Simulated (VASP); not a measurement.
# InSe (P6_3/mmc) in VASP: single point with PBE

Aim: the single point of InSe with PBE.

All numbers are computed with VASP 6.6.1; they aren't measurements. Logs are shortened: lines on timing, memory, paths and dates and some standing lists are left out, and cuts for length are marked.

## Step 1: The cell of the first run

Symmetry: P6_3/mmc, No. 194, hexagonal system. Conventional cell: a = 4.086 Å, b = 4.086 Å, c = 18.710 Å, α = 90.00°, β = 90.00°, γ = 120.00°. In (site symmetry 3m) has 3 Se at 2.68 Å and 1 In at 2.82 Å within 3.5 Å. Se (site symmetry 3m) has 3 In at 2.68 Å within 3.5 Å.

## Step 2: Single point, PBE

POSCAR reads:

```
InSe
1.0
    4.0862767286      0.0000000000      0.0000000000
   -2.0431383643      3.5388194539      0.0000000000
    0.0000000000      0.0000000000     18.7098153950
In Se
4 4
Direct
    0.3333333333      0.6666666667      0.1745454412
    0.6666666667      0.3333333333      0.6745454412
    0.3333333333      0.6666666667      0.3254545588
    0.6666666667      0.3333333333      0.8254545588
    0.3333333333      0.6666666667      0.6065305082
    0.6666666667      0.3333333333      0.1065305082
    0.3333333333      0.6666666667      0.8934694918
    0.6666666667      0.3333333333      0.3934694918
```

INCAR.step1 reads:

```
SYSTEM = InSe
PREC = Accurate
ENCUT = 400
EDIFF = 1E-6
ISMEAR = 0
SIGMA = 0.02
LREAL = .False.
LASPH = .True.
NELM = 120
ALGO = Normal
ISIF = 2
LWAVE = .False.
LCHARG = .True.
GGA = PE
NBANDS = 48
GGA_COMPAT = .False.
NEDOS = 2001
LORBIT = 11
```

KPOINTS.step1 reads:

```
regular mesh
0
Gamma
  12 12 2
  0 0 0
```

INCAR.step2 reads:

```
SYSTEM = InSe
PREC = Accurate
ENCUT = 400
EDIFF = 1E-6
ISMEAR = -5
SIGMA = 0.02
LREAL = .False.
LASPH = .True.
NELM = 120
ALGO = Normal
ISIF = 2
LWAVE = .False.
LCHARG = .False.
GGA = PE
LORBIT = 10
NEDOS = 2001
ICHARG = 11
GGA_COMPAT = .False.
```

KPOINTS.step2 reads:

```
regular mesh
0
Gamma
  18 18 3
  0 0 0
```

Potentials or basis: VASP PAW PBE potentials, release 64 (In_d, Se).

The run is started by

```sh
$ cat potpaw_PBE.64/In_d/POTCAR potpaw_PBE.64/Se/POTCAR > POTCAR
$ cp INCAR.step1 INCAR
$ cp KPOINTS.step1 KPOINTS
$ mpirun -np 1 vasp_std > vasp.out
$ cp INCAR.step2 INCAR
$ cp KPOINTS.step2 KPOINTS
$ mpirun -np 1 vasp_std > vasp.out
```

OUTCAR:

```text
SYSTEM = InSe
   PREC = Accurate
   ENCUT = 400
   EDIFF = 1E-6
   ISMEAR = -5
   LREAL = .False.
   LASPH = .True.
   NELM = 120
   ISIF = 2
   GGA = PE
   LORBIT = 10
   ICHARG = 11

 ion  position               nearest neighbor table
   1  0.333  0.667  0.175-   6 2.68   6 2.68   6 2.68   3 2.82
   2  0.667  0.333  0.675-   5 2.68   5 2.68   5 2.68   4 2.82
   3  0.333  0.667  0.325-   8 2.68   8 2.68   8 2.68   1 2.82
   4  0.667  0.333  0.825-   7 2.68   7 2.68   7 2.68   2 2.82
   5  0.333  0.667  0.607-   2 2.68   2 2.68   2 2.68
   6  0.667  0.333  0.107-   1 2.68   1 2.68   1 2.68
   7  0.333  0.667  0.893-   4 2.68   4 2.68   4 2.68
   8  0.667  0.333  0.393-   3 2.68   3 2.68   3 2.68

  LATTYP: Found a hexagonal cell.
 ALAT       =     4.0862767286
 C/A-ratio  =     4.5786951393

  Lattice vectors:

 A1 = (   4.0862767286,   0.0000000000,   0.0000000000)
 A2 = (  -2.0431383643,   3.5388194539,   0.0000000000)
 A3 = (   0.0000000000,   0.0000000000,  18.7098153950)

Analysis of symmetry for initial positions (statically):
=====================================================================
 Subroutine PRICEL returns:
 Original cell was already a primitive cell.

 Routine SETGRP: Setting up the symmetry group for a
 hexagonal supercell.

 Subroutine GETGRP returns: Found 24 space group operations
 (whereof 12 operations were pure point group operations)
 out of a pool of 24 trial point group operations.

The static configuration has the point symmetry D_3d.
 The point group associated with its full space group is D_6h.

Analysis of symmetry for dynamics (positions and initial velocities):
=====================================================================
 Subroutine PRICEL returns:
 Original cell was already a primitive cell.

 Routine SETGRP: Setting up the symmetry group for a
 hexagonal supercell.

 Subroutine GETGRP returns: Found 24 space group operations
 (whereof 12 operations were pure point group operations)
 out of a pool of 24 trial point group operations.

The dynamic configuration has the point symmetry D_3d.
 The point group associated with its full space group is D_6h.

 Subroutine INISYM returns: Found 24 space group operations
 (whereof 12 operations are pure point group operations),
 and found     1 'primitive' translations

----------------------------------------------------------------------------------------

                                     Primitive cell

  volume of cell :     270.5551

  direct lattice vectors                    reciprocal lattice vectors
     4.086276729  0.000000000  0.000000000     0.244721556  0.141290056  0.000000000
    -2.043138364  3.538819454  0.000000000     0.000000000  0.282580113  0.000000000
     0.000000000  0.000000000 18.709815395     0.000000000  0.000000000  0.053447882

  length of vectors
     4.086276729  4.086276729 18.709815395     0.282580113  0.282580113  0.053447882

  position of ions in fractional coordinates (direct lattice)
     0.333333333  0.666666667  0.174545441
     0.666666667  0.333333333  0.674545441
     0.333333333  0.666666667  0.325454559
     0.666666667  0.333333333  0.825454559
     0.333333333  0.666666667  0.606530508
     0.666666667  0.333333333  0.106530508
     0.333333333  0.666666667  0.893469492
     0.666666667  0.333333333  0.393469492

  ion indices of the primitive-cell ions
   primitive index   ion index
                 1           1
                 2           2
                 3           3
                 4           4
                 5           5
                 6           6
                 7           7
                 8           8

----------------------------------------------------------------------------------------

 KPOINTS: regular mesh

Automatic generation of k-mesh.
 Grid dimensions read from file:
 generate k-points for:   18   18    3

 Generating k-lattice:

  Cartesian coordinates                     Fractional coordinates (reciprocal lattice)
     0.013595642  0.007849448  0.000000000     0.055555556  0.000000000  0.000000000
     0.000000000  0.015698895  0.000000000     0.000000000  0.055555556  0.000000000
     0.000000000  0.000000000  0.017815961     0.000000000  0.000000000  0.333333333

  Length of vectors
     0.015698895  0.015698895  0.017815961

  Shift w.r.t. Gamma in fractional coordinates (k-lattice)
     0.000000000  0.000000000  0.000000000

 TETIRR: Found    828 inequivalent tetrahedra from     5832

 Subroutine IBZKPT returns following result:
 ===========================================

 Found     74 irreducible k-points:

 Following reciprocal coordinates:
            Coordinates               Weight
  0.000000  0.000000  0.000000      1.000000
  0.055556 -0.000000  0.000000      6.000000
  0.111111 -0.000000  0.000000      6.000000
  0.166667  0.000000  0.000000      6.000000
  0.222222 -0.000000  0.000000      6.000000
  0.277778 -0.000000  0.000000      6.000000
[... 16 lines left out ...]
  0.333333  0.111111  0.000000     12.000000
  0.388889  0.111111  0.000000     12.000000
 [... further k-points ...]
   k-points           NKPTS =     74   k-points in BZ     NKDIM =     74   number of bands    NBANDS=     45
   number of dos      NEDOS =   2001   number of ions     NIONS =      8
   total plane-waves  NPLWV =  98784
   dimension x,y,z NGX =    28 NGY =   28 NGZ =  126
   dimension x,y,z NGXF=    56 NGYF=   56 NGZF=  252
   ions per type =               4   4
   NGX,Y,Z   is equivalent  to a cutoff of  11.39, 11.39, 11.20 a.u.
   NGXF,Y,Z  is equivalent  to a cutoff of  22.78, 22.78, 22.39 a.u.
 SYSTEM =  InSe
   PREC   = accura    normal or accurate (medium, high low for compatibility)
   ISTART =      0    job   : 0-new  1-cont  2-samecut
   ICHARG =     11    charge: 1-file 2-atom 10-const
   ISPIN  =      1    spin polarized calculation?
   LNONCOLLINEAR =      F non collinear calculations
   LSORBIT =      F    spin-orbit coupling
   LASPH  =      T    aspherical Exc in radial PAW
   ENCUT  =  400.0 eV  29.40 Ry    5.42 a.u.   6.66  6.66 30.51*2*pi/ulx,y,z
   NELM   =    120;   NELMIN=  2; NELMDL=  0     # of ELM steps
   EDIFF  = 0.1E-05   stopping-criterion for ELM
   LREAL  =      F    real-space projection
   EDIFFG = 0.1E-04   stopping-criterion for IOM
   NSW    =      0    number of steps for IOM
   IBRION =     -1    ionic relax: 0-MD 1-quasi-New 2-CG
   NFREE  =      0    steps in history (QN), initial steepest desc. (CG)
   ISIF   =      2    stress and relaxation
   ISYM   =      2    0-nonsym 1-usesym 2-fastsym
   POTIM  = 0.5000    time-step for ionic-motion
   TEBEG  =    0.0;   TEEND  =   0.0 temperature during run
   PSTRESS=    0.0 pullay stress
   NELECT =      76.0000    total number of electrons
   NUPDOWN=      -1.0000    fix difference up-down
   EMIN   =  10.00;   EMAX   =-10.00  energy-range for DOS
   EFERMI =   0.00;   METHOD = LEGACY
   ISMEAR =    -5;   SIGMA  =   0.02  broadening in eV -4-tet -1-fermi 0-gaus
   EFERMI_NEDOS =   21; number of points for ismear=-14 and -15
   IALGO  =     38    algorithm
   IMIX   =      4    mixing-type and parameters
     AMIX     =   0.40;   BMIX     =  1.00
     AMIX_MAG =   1.60;   BMIX_MAG =  1.00
  volume/ion in A,a.u.               =      33.82       228.22
  Fermi-wavevector in a.u.,A,eV,Ry     =   1.072163  2.026094 15.640352  1.149533
  Thomas-Fermi vector in A             =   2.207925
   LORBIT       =     10    0 simple, 1 ext, 2 COOP (PROOUT), +10 PAW based schemes
   GGA     = PE    functional components
   LHFCALC =     F    Hartree Fock is set to
   AEXX    =    0.0000 exact exchange contribution
   IVDW    =     0    specifies the selected vdW correction
   LEPSILON=     F    determine dielectric tensor
   LRPA    =     F    only Hartree local field effects (RPA)
 non-spin polarized calculation
 Fermi weights with tetrahedron method with Bloechl corrections
  energy-cutoff  :      400.00
  volume of cell :      270.56
 maximum number of plane-waves:      4981
 NGX is ok and might be reduce to    28

 number of electron      75.9999987 magnetization

 Free energy of the ion-electron system (eV)
  ---------------------------------------------------
  ext. energy  EPLUGINS =         0.00000000
  ---------------------------------------------------
  free energy    TOTEN  =       -28.45037012 eV

  energy without entropy =      -28.45037012  energy(sigma->0) =      -28.45037012

 E-fermi :   2.4620     XC(G=0):  -8.1308

 val. band max:        2.4595702415   @ k =   0.0000   0.0000   0.0000
 cond. band min:       3.2447904555   @ k =   0.0000   0.0000   0.0000
 fundamental gap:      0.7852202140
 Fermi energy:         2.4619629230

 k-point     1 :       0.0000    0.0000    0.0000
  band No.  band energies     occupation
      1     -11.9079      2.00000
      2     -11.9078      2.00000
      3     -11.7368      2.00000
      4     -11.7368      2.00000
      5     -11.7368      2.00000
      6     -11.7368      2.00000
[... 37 lines left out ...]
     44       7.0067      0.00000
     45       7.0226      0.00000

 k-point     2 :       0.0556   -0.0000    0.0000
  band No.  band energies     occupation
      1     -11.9076      2.00000
      2     -11.9076      2.00000
      3     -11.7461      2.00000
      4     -11.7459      2.00000
      5     -11.7363      2.00000
      6     -11.7363      2.00000
[... 37 lines left out ...]
     44       6.8625      0.00000
     45       7.0406      0.00000

 k-point     3 :       0.1111   -0.0000    0.0000
  band No.  band energies     occupation
      1     -11.9074      2.00000
      2     -11.9074      2.00000
      3     -11.7709      2.00000
      4     -11.7703      2.00000
      5     -11.7351      2.00000
      6     -11.7350      2.00000
[... 37 lines left out ...]
     44       6.5135      0.00000
     45       7.1259      0.00000

 k-point     4 :       0.1667    0.0000    0.0000
  band No.  band energies     occupation
      1     -11.9095      2.00000
      2     -11.9094      2.00000
      3     -11.8031      2.00000
      4     -11.8020      2.00000
      5     -11.7411      2.00000
      6     -11.7399      2.00000
[... 901 lines left out ...]
     44       6.7486      0.00000
     45       6.8156      0.00000

 k-point    23 :       0.3333    0.1111    0.0000
  band No.  band energies     occupation
      1     -11.9854      2.00000
      2     -11.9846      2.00000
      3     -11.8897      2.00000
      4     -11.8885      2.00000
      5     -11.8535      2.00000
      6     -11.8532      2.00000
[... 37 lines left out ...]
     44       6.6279      0.00000
     45       6.7984      0.00000

 k-point    24 :       0.3889    0.1111    0.0000
  band No.  band energies     occupation
      1     -11.9984      2.00000
      2     -11.9978      2.00000
      3     -11.9043      2.00000
      4     -11.9034      2.00000
      5     -11.8529      2.00000
      6     -11.8526      2.00000
[... 37 lines left out ...]
     44       6.5945      0.00000
     45       6.7767      0.00000

 [... further k-points ...]

------------------------ aborting loop because EDIFF is reached ----------------------------------------

  FORCE on cell =-STRESS in cart. coord.  units (eV):
  Direction    XX          YY          ZZ          XY          YZ          ZX
  --------------------------------------------------------------------------------------
  -------------------------------------------------------------------------------------
  Total        0.0619221      0.0619221      0.1059572      0.0000000      0.0000000      0.0000000
  in kB        0.3666912      0.3666912      0.6274591      0.0000000      0.0000000      0.0000000
  external PRESSURE =       0.4536138 kB  Pullay stress =       0.0000000 kB

 VOLUME and BASIS-vectors are now :
 -----------------------------------------------------------------------------
  energy-cutoff  :      400.00
  volume of cell :      270.56
      direct lattice vectors                 reciprocal lattice vectors
     4.086276729  0.000000000  0.000000000     0.244721556  0.141290056  0.000000000
    -2.043138364  3.538819454  0.000000000     0.000000000  0.282580113  0.000000000
     0.000000000  0.000000000 18.709815395     0.000000000  0.000000000  0.053447882

 POSITION                                       TOTAL-FORCE (eV/Angst)
 -----------------------------------------------------------------------------------
     -0.00000      2.35921      3.26571         0.000000     -0.000000      0.009026
      2.04314      1.17961     12.62062         0.000000      0.000000      0.009026
     -0.00000      2.35921      6.08919         0.000000     -0.000000     -0.009026
      2.04314      1.17961     15.44410        -0.000000      0.000000     -0.009026
     -0.00000      2.35921     11.34807        -0.000000      0.000000     -0.021429
      2.04314      1.17961      1.99317        -0.000000      0.000000     -0.021429
     -0.00000      2.35921     16.71665        -0.000000      0.000000      0.021429
      2.04314      1.17961      7.36174         0.000000      0.000000      0.021429
 -----------------------------------------------------------------------------------
    total drift:                               -0.000000      0.000000      0.000000

  FREE ENERGIE OF THE ION-ELECTRON SYSTEM (eV)
  ---------------------------------------------------
  free  energy   TOTEN  =       -28.4503701182 eV

  energy  without entropy=      -28.4503701182  energy(sigma->0) =      -28.45037012

 total charge

# of ion       s       p       d       tot
------------------------------------------
    1        0.859   0.633   9.879  11.372
    2        0.859   0.633   9.879  11.372
    3        0.859   0.633   9.879  11.372
    4        0.859   0.633   9.879  11.372
    5        1.471   2.323   0.020   3.814
    6        1.471   2.323   0.020   3.814
    7        1.471   2.323   0.020   3.814
    8        1.471   2.323   0.020   3.814
--------------------------------------------------
tot          9.321  11.826  39.596  60.743
```

Wall time 21 min (1 thread of Intel Xeon 8259CL, shared host); peak memory 0.61 GiB.

What came out:

| Property | Result |
| --- | --- |
| Valence electrons inside the program's atomic spheres | In 11.37; Se 3.81 |

Caveat: spin-orbit coupling is left out, which moves the levels of the heavy elements; this functional lacks dispersion, which binds the layers, so the pressure and a relaxed spacing across them are unreliable.
